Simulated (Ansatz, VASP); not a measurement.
# Ge: VASP beside Ansatz

```xyz
2
Lattice="0.0000 2.8213 2.8213 2.8213 0.0000 2.8213 2.8213 2.8213 0.0000" Properties=species:S:1:pos:R:3 pbc="T T T"
Ge    2.8213    2.8213    2.8213
Ge    4.2319    4.2319    4.2319
```

Alike in both runs: task single point; functional LDA; k mesh 14 × 14 × 14; occupations gaussian, width 0.05 eV; no spin polarisation.

|  | VASP | Ansatz |
| --- | --- | --- |
| version | VASP 6.6.1 | Ansatz 0.2.0 |
| potentials or method | VASP PAW LDA potentials, release 64 (Ge_d), cutoff 500 eV | scalar-relativistic, plane waves, PAW |
| valence electrons in the cell | 28 | 28 |

```tsv
	VASP	Ansatz	Ansatz less VASP
pressure (GPa)	-0.6	-0.8	-0.15
```

LDA's correlation is that of Perdew and Zunger in VASP and of Perdew and Wang (1992) in Ansatz.
